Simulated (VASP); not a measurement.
A run of VASP 6.6.1 is set up as follows.

Contents of POSCAR:

```
Ta
1.0
    2.8669367136     -0.0000000159     -0.0000000275
   -0.9556455562      2.7029738605     -0.0000000275
   -0.9556455562     -1.3514868906      2.3408440518
Ta
1
Direct
    0.0000000000      0.0000000000      0.0000000000
```

Contents of INCAR.step1:

```
PREC = Accurate ; ENCUT = 520
ISMEAR = -1 ; SIGMA = 0.1
LREAL = False ; LASPH = True
NELM = 80 ; NBANDS = 12
GGA = PE ; ALGO = Normal
EDIFF = 1E-4 ; LWAVE = True
LCHARG = False
```

Contents of INCAR.step2:

```
PREC = Accurate ; ENCUT = 520
EDIFF = 1E-6 ; ISMEAR = -1
SIGMA = 0.1 ; LREAL = False
LASPH = True ; NELM = 80
ALGO = Normal ; ISIF = 2
LWAVE = False ; LCHARG = False
METAGGA = R2SCAN ; LMIXTAU = True
NBANDS = 12 ; ISTART = 1
```

The input KPOINTS:

```
Automatic mesh
0
Gamma
  9 9 9
```

Potentials or basis: VASP PAW PBE potentials, release 64 (Ta_pv).

Launch:

```console
$ cat potpaw_PBE.64/Ta_pv/POTCAR > POTCAR
$ cp INCAR.step1 INCAR
$ mpirun -np 1 vasp_std > vasp.out
$ cp INCAR.step2 INCAR
$ mpirun -np 1 vasp_std > vasp.out
```

(1) Predict the pressure.

Answers

(1) 0.6 GPa.

Caveat: the PAW data sets were made with another functional, which shifts forces and pressure a little.
